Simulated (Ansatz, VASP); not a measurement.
AlRh in VASP and in Ansatz

INCAR

```
SYSTEM = AlRh
ALGO     = Fast           ! electronic algorithm
EDIFF    = 1E-6           ! SCF threshold, eV
ENCUT    = 520            ! plane-wave cutoff, eV
GGA      = CA             ! functional
ISIF     = 2              ! what is computed and relaxed
ISMEAR   = 0              ! smearing method
LASPH    = .TRUE.         ! aspherical terms in the spheres
LCHARG   = .FALSE.        ! write CHGCAR
LREAL    = .FALSE.        ! projectors in reciprocal space
LWAVE    = .FALSE.        ! write WAVECAR
NBANDS   = 16             ! bands
NELM     = 80             ! most SCF steps
PREC     = Accurate       ! precision mode
SIGMA    = 0.15           ! smearing width, eV
```

The input KPOINTS:

```
k-points
0
G
  16 16 16
  0 0 0
```

The input POSCAR:

```
AlRh
1.0
    2.9773224700      0.0000000000      0.0000000000
    0.0000000000      3.0070956947      0.0000000000
    0.0000000000      0.0000000000      2.9773224700
Al Rh
1 1
Direct
    0.0000000000      0.0000000000      0.0000000000
    0.5000000000      0.5000000000      0.5000000000
```

Input for Ansatz:

```yaml
crystal:
  lattice:
    - [2.97732247, 0.0, 0.0]
    - [0.0, 3.0070956947, 0.0]
    - [0.0, 0.0, 2.97732247]
  atoms:
    - { symbol: Al, position: [0.0, 0.0, 0.0] }
    - { symbol: Rh, position: [0.5, 0.5, 0.5] }
basis:
  ecutwfc: 420
kpoints:
  mp_grid: { grid: [16, 16, 16] }
hamiltonian:
  xc: lda
scf:
  occupations: { method: gaussian, width: 0.15 }
output:
  forces: true
  stress: true
  eigenvalues: true
```

Change from the starting cell: strain +0.0100 x Voigt [0, 1, 0, 0, 0, 0], atoms carried along.

Alike in both runs: task single point; functional LDA; k mesh 16 × 16 × 16; occupations gaussian, width 0.15 eV; no spin polarisation.

|  | VASP | Ansatz |
| --- | --- | --- |
| version | VASP 6.6.1 | Ansatz 0.2.0 |
| potentials or method | VASP PAW LDA potentials, release 64 (Al, Rh_pv), cutoff 520 eV | scalar-relativistic, plane waves, PAW |
| valence electrons in the cell | 18 | 20 |

|  | VASP | Ansatz | Ansatz less VASP |
| --- | --- | --- | --- |
| gap on the k mesh at the Fermi level (eV) | none | none | - |
| pressure (GPa) | -7.4 | -8.0 | -0.54 |
| traceless stress, the component that is largest in VASP (GPa) | -0.98 | -0.97 | +0.013 |

LDA's correlation is that of Perdew and Zunger in VASP and of Perdew and Wang (1992) in Ansatz. A gap of «none» marks a metal or a gap that the smearing closes. VASP's potentials hold 18 valence electrons a cell and Ansatz's 20, so a difference there can come from the potentials and not from the codes.
